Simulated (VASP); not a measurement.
# ScAl2: single point with r2SCAN

The system is ScAl2.

```xyz
6
Lattice="0.0000 3.7777 3.7777 3.7777 0.0000 3.7777 3.7777 3.7777 0.0000" Properties=species:S:1:pos:R:3 pbc="T T T"
Sc    3.7777    3.7777    3.7777
Sc    5.6665    5.6665    5.6665
Al    0.9444    0.9444    0.9444
Al    0.9444    2.8332    2.8332
Al    2.8332    0.9444    2.8332
Al    2.8332    2.8332    0.9444
```

```
Program                : VASP 6.6.1
Task                   : single point
Functional             : r2SCAN
Potentials or basis    : VASP PAW PBE potentials, release 64 (Sc_sv, Al)
Cutoff                 : 520 eV
k mesh                 : 8 × 8 × 8
Occupations            : gaussian, width 0.15 eV
Spin                   : no spin polarisation
Dipole correction      : no
Further INCAR settings : ALGO = Normal; EDIFF = 1e-07; NBANDS = 26
```

```yaml
Pressure: 0.0 GPa
Band_gap_on_the_k_mesh: zero (band 17 reaches 7.33 eV, above the bottom of band 18 at 4.73 eV)
```

Levels at points of the mesh, in eV from the Fermi level:
```tsv
k point	band 14	band 15	band 16	band 17	band 18	band 19	band 20	band 21
(0.00, 0.00, 0.00)	-2.51	-2.51	-2.51	-1.83	-1.83	0.41	2.23	2.23
(0.50, 0.00, 0.00)	-2.10	-2.10	-0.35	-0.15	-0.15	1.78	1.78	1.97
(0.50, 0.50, 0.00)	-3.83	0.28	0.28	0.77	0.77	0.88	0.88	1.09
```

Run time: 6 min on 1 thread of AMD EPYC 7R13 Processor (Zen 3) (shared host), peak memory 0.26 GiB.

Caveat: the PAW data sets were made with another functional, which shifts forces and pressure a little.
